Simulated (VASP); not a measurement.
# ZnCu in VASP: further runs

ZnCu is run at these levels: PBE, PBEsol; tasks: single point.

Program: VASP 6.6.1. These are calculated values, not measurements. Logs are shortened: lines on timing, memory, paths and dates and some standing lists are left out, and cuts for length are marked.

### Step 1. The cell of the first run

The structure is cubic, space group Pm-3m (No. 221). Conventional cell: a = 2.984 Å, b = 2.984 Å, c = 2.984 Å, α = 90.00°, β = 90.00°, γ = 90.00°. Zn (site symmetry m-3m) has 8 Cu at 2.58 Å and 6 Zn at 2.98 Å within 3.4 Å. Within 3.4 Å of Cu (site symmetry m-3m) lie 8 Zn at 2.58 Å and 6 Cu at 2.98 Å.

### Step 2. Single point, PBE (volume scaled by 1.04)

Contents of INCAR:

```
  PREC = Accurate
  ENCUT = 520
  EDIFF = 1E-6
  ISMEAR = -1
  SIGMA = 0.05
  LREAL = False
  LASPH = True
  NELM = 80
  ALGO = Normal
  ISIF = 2
  LWAVE = False
  LCHARG = True
  GGA = PE
  LELF = True
  LVHAR = True
  NBANDS = 18
```

Contents of KPOINTS:

```
regular mesh
0
Gamma
  9 9 9
```

Contents of POSCAR:

```
ZnCu
1.0
    2.9837544443      0.0000000000      0.0000000000
    0.0000000000      2.9837544443      0.0000000000
    0.0000000000      0.0000000000      2.9837544443
Zn Cu
1 1
Direct
    0.5000000000      0.5000000000      0.5000000000
    0.0000000000      0.0000000000      0.0000000000
```

Potentials or basis: VASP PAW PBE potentials, release 64 (Zn, Cu).

On the command line:

```sh
$ cat potpaw_PBE.64/Zn/POTCAR potpaw_PBE.64/Cu/POTCAR > POTCAR
$ mpirun -np 1 vasp_std > vasp.out
```

OUTCAR:

```text
PREC = Accurate
   ENCUT = 520
   EDIFF = 1E-6
   ISMEAR = -1
   LREAL = False
   LASPH = True
   NELM = 80
   ISIF = 2
   GGA = PE

 ion  position               nearest neighbor table
   1  0.500  0.500  0.500-   2 2.58   2 2.58   2 2.58   2 2.58   2 2.58   2 2.58   2 2.58   2 2.58

   2  0.000  0.000  0.000-   1 2.58   1 2.58   1 2.58   1 2.58   1 2.58   1 2.58   1 2.58   1 2.58

  LATTYP: Found a simple cubic cell.
 ALAT       =     2.9837544443

  Lattice vectors:

 A1 = (   2.9837544443,   0.0000000000,   0.0000000000)
 A2 = (   0.0000000000,   2.9837544443,   0.0000000000)
 A3 = (   0.0000000000,   0.0000000000,   2.9837544443)

Analysis of symmetry for initial positions (statically):
=====================================================================
 Subroutine PRICEL returns:
 Original cell was already a primitive cell.

 Routine SETGRP: Setting up the symmetry group for a
 simple cubic supercell.

 Subroutine GETGRP returns: Found 48 space group operations
 (whereof 48 operations were pure point group operations)
 out of a pool of 48 trial point group operations.

The static configuration has the point symmetry O_h .

Analysis of symmetry for dynamics (positions and initial velocities):
=====================================================================
 Subroutine PRICEL returns:
 Original cell was already a primitive cell.

 Routine SETGRP: Setting up the symmetry group for a
 simple cubic supercell.

 Subroutine GETGRP returns: Found 48 space group operations
 (whereof 48 operations were pure point group operations)
 out of a pool of 48 trial point group operations.

The dynamic configuration has the point symmetry O_h .

 Subroutine INISYM returns: Found 48 space group operations
 (whereof 48 operations are pure point group operations),
 and found     1 'primitive' translations

----------------------------------------------------------------------------------------

                                     Primitive cell

  volume of cell :      26.5637

  direct lattice vectors                    reciprocal lattice vectors
     2.983754444  0.000000000  0.000000000     0.335148223  0.000000000  0.000000000
     0.000000000  2.983754444  0.000000000     0.000000000  0.335148223  0.000000000
     0.000000000  0.000000000  2.983754444     0.000000000  0.000000000  0.335148223

  length of vectors
     2.983754444  2.983754444  2.983754444     0.335148223  0.335148223  0.335148223

  position of ions in fractional coordinates (direct lattice)
     0.500000000  0.500000000  0.500000000
     0.000000000  0.000000000  0.000000000

  ion indices of the primitive-cell ions
   primitive index   ion index
                 1           1
                 2           2

----------------------------------------------------------------------------------------

 KPOINTS: regular mesh

Automatic generation of k-mesh.
 Grid dimensions read from file:
 generate k-points for:    9    9    9

 Generating k-lattice:

  Cartesian coordinates                     Fractional coordinates (reciprocal lattice)
     0.037238691  0.000000000  0.000000000     0.111111111  0.000000000  0.000000000
     0.000000000  0.037238691  0.000000000     0.000000000  0.111111111  0.000000000
     0.000000000  0.000000000  0.037238691     0.000000000  0.000000000  0.111111111

  Length of vectors
     0.037238691  0.037238691  0.037238691

  Shift w.r.t. Gamma in fractional coordinates (k-lattice)
     0.000000000  0.000000000  0.000000000

 Subroutine IBZKPT returns following result:
 ===========================================

 Found     35 irreducible k-points:

 Following reciprocal coordinates:
            Coordinates               Weight
  0.000000  0.000000  0.000000      1.000000
  0.111111  0.000000  0.000000      6.000000
  0.222222  0.000000  0.000000      6.000000
  0.333333  0.000000  0.000000      6.000000
  0.444444  0.000000  0.000000      6.000000
  0.111111  0.111111  0.000000     12.000000
[... 16 lines left out ...]
  0.333333  0.333333  0.111111     24.000000
  0.444444  0.333333  0.111111     48.000000
 [... further k-points ...]
   k-points           NKPTS =     35   k-points in BZ     NKDIM =     35   number of bands    NBANDS=     18
   number of dos      NEDOS =    301   number of ions     NIONS =      2
   total plane-waves  NPLWV =  13824
   dimension x,y,z NGX =    24 NGY =   24 NGZ =   24
   dimension x,y,z NGXF=    48 NGYF=   48 NGZF=   48
   ions per type =               1   1
   NGX,Y,Z   is equivalent  to a cutoff of  13.37, 13.37, 13.37 a.u.
   NGXF,Y,Z  is equivalent  to a cutoff of  26.74, 26.74, 26.74 a.u.
 SYSTEM =  unknown system
   PREC   = accura    normal or accurate (medium, high low for compatibility)
   ISTART =      0    job   : 0-new  1-cont  2-samecut
   ICHARG =      2    charge: 1-file 2-atom 10-const
   ISPIN  =      1    spin polarized calculation?
   LNONCOLLINEAR =      F non collinear calculations
   LSORBIT =      F    spin-orbit coupling
   LASPH  =      T    aspherical Exc in radial PAW
   ENCUT  =  520.0 eV  38.22 Ry    6.18 a.u.   5.55  5.55  5.55*2*pi/ulx,y,z
   NELM   =     80;   NELMIN=  2; NELMDL= -5     # of ELM steps
   EDIFF  = 0.1E-05   stopping-criterion for ELM
   LREAL  =      F    real-space projection
   EDIFFG = 0.1E-04   stopping-criterion for IOM
   NSW    =      0    number of steps for IOM
   IBRION =     -1    ionic relax: 0-MD 1-quasi-New 2-CG
   NFREE  =      0    steps in history (QN), initial steepest desc. (CG)
   ISIF   =      2    stress and relaxation
   ISYM   =      2    0-nonsym 1-usesym 2-fastsym
   POTIM  = 0.5000    time-step for ionic-motion
   TEBEG  =    0.0;   TEEND  =   0.0 temperature during run
   PSTRESS=    0.0 pullay stress
   NELECT =      23.0000    total number of electrons
   NUPDOWN=      -1.0000    fix difference up-down
   EMIN   =  10.00;   EMAX   =-10.00  energy-range for DOS
   EFERMI =   0.00;   METHOD = LEGACY
   ISMEAR =    -1;   SIGMA  =   0.05  broadening in eV -4-tet -1-fermi 0-gaus
   EFERMI_NEDOS =   21; number of points for ismear=-14 and -15
   IALGO  =     38    algorithm
   IMIX   =      4    mixing-type and parameters
     AMIX     =   0.40;   BMIX     =  1.00
     AMIX_MAG =   1.60;   BMIX_MAG =  1.00
  volume/ion in A,a.u.               =      13.28        89.63
  Fermi-wavevector in a.u.,A,eV,Ry     =   1.560346  2.948627 33.125846  2.434681
  Thomas-Fermi vector in A             =   2.663572
   LORBIT       =      0    0 simple, 1 ext, 2 COOP (PROOUT), +10 PAW based schemes
   GGA     = PE    functional components
   LHFCALC =     F    Hartree Fock is set to
   AEXX    =    0.0000 exact exchange contribution
   IVDW    =     0    specifies the selected vdW correction
   LEPSILON=     F    determine dielectric tensor
   LRPA    =     F    only Hartree local field effects (RPA)
 non-spin polarized calculation
  energy-cutoff  :      520.00
  volume of cell :       26.56
 maximum number of plane-waves:       739
 NGX is ok and might be reduce to    24
   NGX = 11   NGY = 11   NGZ = 11

 number of electron      23.0000039 magnetization

 Free energy of the ion-electron system (eV)
  ---------------------------------------------------
  ext. energy  EPLUGINS =         0.00000000
  ---------------------------------------------------
  free energy    TOTEN  =        -5.00127130 eV

  energy without entropy =       -4.99664655  energy(sigma->0) =       -4.99895892

 E-fermi :   5.2398     XC(G=0): -12.1834

 val. band max:        5.1984825254   @ k =   0.3333   0.3333   0.0000
 cond. band min:       5.3573451355   @ k =   0.3333   0.2222   0.1111
 fundamental gap:      0.1588626101
 Fermi energy:         5.2398309744

 k-point     1 :       0.0000    0.0000    0.0000
  band No.  band energies     occupation
      1      -4.8637      2.00000
      2      -2.5481      2.00000
      3      -2.5481      2.00000
      4      -1.9148      2.00000
      5      -1.9148      2.00000
      6      -1.9148      2.00000
[... 10 lines left out ...]
     17      16.8385      0.00000
     18      28.2251      0.00000

 k-point     2 :       0.1111    0.0000    0.0000
  band No.  band energies     occupation
      1      -4.6470      2.00000
      2      -2.5257      2.00000
      3      -2.5036      2.00000
      4      -1.9330      2.00000
      5      -1.9330      2.00000
      6      -1.9063      2.00000
[... 10 lines left out ...]
     17      18.6458      0.00000
     18      26.2712      0.00000

 k-point     3 :       0.2222    0.0000    0.0000
  band No.  band energies     occupation
      1      -4.0179      2.00000
      2      -2.4683      2.00000
      3      -2.3739      2.00000
      4      -1.9788      2.00000
      5      -1.9788      2.00000
      6      -1.8847      2.00000
[... 10 lines left out ...]
     17      22.5657      0.00000
     18      23.3246      0.00000

 k-point     4 :       0.3333    0.0000    0.0000
  band No.  band energies     occupation
      1      -3.1177      2.00000
      2      -2.4015      2.00000
      3      -2.0917      2.00000
      4      -2.0305      2.00000
      5      -2.0305      2.00000
      6      -1.8599      2.00000
[... 10 lines left out ...]
     17      20.5388      0.00000
     18      20.5388      0.00000

 k-point     5 :       0.4444    0.0000    0.0000
  band No.  band energies     occupation
      1      -2.5901      2.00000
      2      -2.3570      2.00000
      3      -2.0640      2.00000
      4      -2.0640      2.00000
      5      -1.8435      2.00000
      6      -1.1752      2.00000
[... 10 lines left out ...]
     17      18.1304      0.00000
     18      18.6069      0.00000

 k-point     6 :       0.1111    0.1111    0.0000
  band No.  band energies     occupation
      1      -4.4335      2.00000
      2      -2.4950      2.00000
      3      -2.4694      2.00000
      4      -1.9512      2.00000
      5      -1.9410      2.00000
      6      -1.9125      2.00000
[... 10 lines left out ...]
     17      19.0619      0.00000
     18      23.2871      0.00000

 k-point     7 :       0.2222    0.1111    0.0000
  band No.  band energies     occupation
      1      -3.8185      2.00000
      2      -2.4383      2.00000
      3      -2.3473      2.00000
      4      -1.9887      2.00000
      5      -1.9844      2.00000
      6      -1.9046      2.00000
[... 10 lines left out ...]
     17      20.3640      0.00000
     18      22.7445      0.00000

 k-point     8 :       0.3333    0.1111    0.0000
  band No.  band energies     occupation
      1      -2.9749      2.00000
      2      -2.3740      2.00000
      3      -2.1907      2.00000
      4      -2.0382      2.00000
      5      -1.8909      2.00000
      6      -1.8738      2.00000
[... 10 lines left out ...]
     17      19.9694      0.00000
     18      20.7009      0.00000
[... 229 lines left out ...]
     17      21.0863      0.00000
     18      21.2703      0.00000

 k-point    20 :       0.2222    0.2222    0.1111
  band No.  band energies     occupation
      1      -3.0973      2.00000
      2      -2.3425      2.00000
      3      -2.2383      2.00000
      4      -2.0329      2.00000
      5      -2.0318      2.00000
      6      -1.8921      2.00000
[... 10 lines left out ...]
     17      20.9150      0.00000
     18      21.0712      0.00000

 k-point    21 :       0.3333    0.2222    0.1111
  band No.  band energies     occupation
      1      -2.6056      2.00000
      2      -2.3270      2.00000
      3      -2.1440      2.00000
      4      -2.0963      2.00000
      5      -2.0102      2.00000
      6      -1.4302      2.00000
[... 10 lines left out ...]
     17      20.4324      0.00000
     18      21.6550      0.00000

 k-point    22 :       0.4444    0.2222    0.1111
  band No.  band energies     occupation
      1      -2.4503      2.00000
      2      -2.3331      2.00000
      3      -2.1495      2.00000
      4      -2.1013      2.00000
      5      -2.0088      2.00000
      6      -0.2794      2.00000
[... 10 lines left out ...]
     17      21.2316      0.00000
     18      22.1817      0.00000

 k-point    23 :       0.3333    0.3333    0.1111
  band No.  band energies     occupation
      1      -2.5645      2.00000
      2      -2.3456      2.00000
      3      -2.1271      2.00000
      4      -2.0929      2.00000
      5      -1.9283      2.00000
      6      -0.6908      2.00000
[... 10 lines left out ...]
     17      19.2692      0.00000
     18      20.9700      0.00000

 k-point    24 :       0.4444    0.3333    0.1111
  band No.  band energies     occupation
      1      -2.5957      2.00000
      2      -2.3374      2.00000
      3      -2.1674      2.00000
      4      -2.1141      2.00000
      5      -1.8336      2.00000
      6       0.2370      2.00000
[... 10 lines left out ...]
     17      20.0839      0.00000
     18      21.1812      0.00000

 [... further k-points ...]
[... 5 lines left out ...]
  --------------------------------------------------------------------------------------
  -------------------------------------------------------------------------------------
  Total       -0.2446119     -0.2446119     -0.2446119      0.0000000     -0.0000000      0.0000000
  in kB      -14.7536306    -14.7536306    -14.7536306      0.0000000     -0.0000000      0.0000000
  external PRESSURE =     -14.7536306 kB  Pullay stress =       0.0000000 kB

 VOLUME and BASIS-vectors are now :
 -----------------------------------------------------------------------------
  energy-cutoff  :      520.00
  volume of cell :       26.56
      direct lattice vectors                 reciprocal lattice vectors
     2.983754444  0.000000000  0.000000000     0.335148223  0.000000000  0.000000000
     0.000000000  2.983754444  0.000000000     0.000000000  0.335148223  0.000000000
     0.000000000  0.000000000  2.983754444     0.000000000  0.000000000  0.335148223

 POSITION                                       TOTAL-FORCE (eV/Angst)
 -----------------------------------------------------------------------------------
      1.49188      1.49188      1.49188         0.000000      0.000000      0.000000
      0.00000      0.00000      0.00000         0.000000      0.000000      0.000000
 -----------------------------------------------------------------------------------
    total drift:                                0.000000      0.000000     -0.000000

  FREE ENERGIE OF THE ION-ELECTRON SYSTEM (eV)
  ---------------------------------------------------
  free  energy   TOTEN  =        -5.0012712979 eV

  energy  without entropy=       -4.9966465474  energy(sigma->0) =       -4.99895892
```

It took 30 s on 1 thread of AMD EPYC 7R43 (Zen 3), shared host; peak memory 0.1 GiB.

What came out:

```yaml
Free_energy: -5.0013 eV
Pressure: -1.5 GPa
```

Levels at points of the mesh, in eV from the Fermi level:
```tsv
k point	band 8	band 9	band 10	band 11	band 12	band 13	band 14	band 15
(0.00, 0.00, 0.00)	-3.53	-2.73	-2.73	-2.73	6.03	6.03	6.03	10.95
```

### Step 3. Single point, PBE (volume scaled by 1.06)

Contents of INCAR:

```
SYSTEM = ZnCu
PREC = Accurate
ENCUT = 520
EDIFF = 1E-6
ISMEAR = -1
SIGMA = 0.05
LREAL = .False.
LASPH = .True.
NELM = 100
ALGO = Fast
ISIF = 2
LWAVE = .False.
LCHARG = .False.
GGA = PE
NBANDS = 18
```

Contents of KPOINTS:

```
regular mesh
0
Gamma
  9 9 9
  0 0 0
```

Contents of POSCAR:

```
ZnCu
1.0
    3.0027597620      0.0000000000      0.0000000000
    0.0000000000      3.0027597620      0.0000000000
    0.0000000000      0.0000000000      3.0027597620
Zn Cu
1 1
Direct
    0.5000000000      0.5000000000      0.5000000000
    0.0000000000      0.0000000000      0.0000000000
```

Potentials or basis: VASP PAW PBE potentials, release 64 (Zn, Cu).

On the command line:

```sh
$ cat potpaw_PBE.64/Zn/POTCAR potpaw_PBE.64/Cu/POTCAR > POTCAR
$ mpirun -np 1 vasp_std > vasp.out
```

Wall time 32 s (1 thread of AMD EPYC 7R43 (Zen 3), shared host); peak memory 0.11 GiB.

It converged, with:

```yaml
Free_energy: -4.9937 eV
Pressure: -2.8 GPa
```

Levels at points of the mesh, in eV from the Fermi level:
| k point | band 7 | band 8 | band 9 | band 10 | band 11 | band 12 | band 13 | band 14 | band 15 | band 16 |
| --- | --- | --- | --- | --- | --- | --- | --- | --- | --- | --- |
| (0.00, 0.00, 0.00) | -3.48 | -3.48 | -2.70 | -2.70 | -2.70 | 5.96 | 5.96 | 5.96 | 10.83 | 10.83 |

### Step 4. Single point, PBE (atoms moved at random)

Contents of INCAR:

```
SYSTEM = ZnCu
ALGO = Fast
EDIFF = 1E-6
ENCUT = 520
GGA = PE
ISIF = 2
ISMEAR = -1
LASPH = .TRUE.
LCHARG = .FALSE.
LREAL = .FALSE.
LWAVE = .FALSE.
NBANDS = 18
NELM = 80
PREC = Accurate
SIGMA = 0.05
```

Contents of KPOINTS:

```
k-points
0
G
  9 9 9
  0 0 0
```

Contents of POSCAR:

```
ZnCu
1.0
    2.9450000000      0.0000000000      0.0000000000
    0.0000000000      2.9450000000      0.0000000000
    0.0000000000      0.0000000000      2.9450000000
Zn Cu
1 1
Direct
    0.5111030000      0.5042410000      0.4952780000
   -0.0228300000     -0.0090300000      0.0035500000
```

On the command line:

```sh
$ cat potpaw_PBE.64/Zn/POTCAR potpaw_PBE.64/Cu/POTCAR > POTCAR
$ mpirun -np 1 vasp_std > vasp.out
```

It took 4.4 min on 1 thread of AMD EPYC 7R43 (Zen 3), shared host; peak memory 0.24 GiB.

It converged, with:

```yaml
Free_energy: -4.9662 eV
Pressure: 3.6 GPa
Largest_force: 0.550 eV/Å
```

Forces on the atoms (eV/Å):
```
Zn  -0.496 -0.201  0.126
Cu   0.496  0.201 -0.126
```

Stress tensor (GPa, compression positive):
```
 3.25  0.45 -0.28
 0.45  3.76 -0.11
-0.28 -0.11  3.82
```

Levels at points of the mesh, in eV from the Fermi level:
| k point | band 8 | band 9 | band 10 | band 11 | band 12 | band 13 | band 14 | band 15 | band 16 | band 17 |
| --- | --- | --- | --- | --- | --- | --- | --- | --- | --- | --- |
| (0.00, 0.00, 0.00) | -3.65 | -2.81 | -2.81 | -2.81 | 6.17 | 6.17 | 6.22 | 11.15 | 11.19 | 12.16 |

Caveat: the cell differs from its parent crystal (atoms moved at random).

### Step 5. Single point, PBEsol (volume scaled by 0.94)

Contents of INCAR:

```
SYSTEM = ZnCu
  PREC = Accurate
  ENCUT = 520
  EDIFF = 1E-6
  ISMEAR = -1
  SIGMA = 0.05
  LREAL = .FALSE.
  LASPH = .TRUE.
  NELM = 100
  ALGO = Normal
  ISIF = 2
  LWAVE = .FALSE.
  LCHARG = .FALSE.
  GGA = PS
  NBANDS = 18
```

Contents of KPOINTS:

```
Automatic mesh
0
G
  9 9 9
  0 0 0
```

Contents of POSCAR:

```
ZnCu
1.0
    2.8848810902      0.0000000000      0.0000000000
    0.0000000000      2.8848810902      0.0000000000
    0.0000000000      0.0000000000      2.8848810902
Zn Cu
1 1
Direct
    0.5000000000      0.5000000000      0.5000000000
    0.0000000000      0.0000000000      0.0000000000
```

On the command line:

```sh
$ cat potpaw_PBE.64/Zn/POTCAR potpaw_PBE.64/Cu/POTCAR > POTCAR
$ mpirun -np 1 vasp_std > vasp.out
```

Run time: 27 s. Hardware: 1 thread of AMD EPYC 7R13, shared host; peak memory 0.11 GiB.

Results (log left out):

```
Free energy : -6.0714 eV
Pressure    : 4.5 GPa
```

Levels at points of the mesh, in eV from the Fermi level:
```csv
k point,band 7,band 8,band 9,band 10,band 11,band 12,band 13,band 14,band 15,band 16
"(0.00, 0.00, 0.00)",-3.81,-3.81,-2.89,-2.89,-2.89,6.36,6.36,6.36,11.61,11.61
```

Caveat: the PAW data sets were made with another functional, which shifts forces and pressure a little.

### Step 6. Overview

| level | cell | gap on the mesh (eV) | pressure (GPa) |
| --- | --- | --- | --- |
| PBE | a = 2.984 Å, 2 atoms | none | -1.5 |
| PBE | a = 3.003 Å, 2 atoms | none | -2.8 |
| PBE | a = 2.945 Å, 2 atoms | none | 3.6 |
| PBEsol | a = 2.885 Å, 2 atoms | none | 4.5 |

Alike in all rows: task single point; potentials or basis VASP PAW PBE potentials, release 64 (Zn, Cu); no spin polarisation; k mesh 9 × 9 × 9; cutoff (eV) 520; smearing fermi-dirac 0.05 eV.

Caveats: the PAW data sets were made with another functional, which shifts forces and pressure a little (some runs).

Total energies depend on the potentials used, so only differences within one code and one set of settings carry meaning.
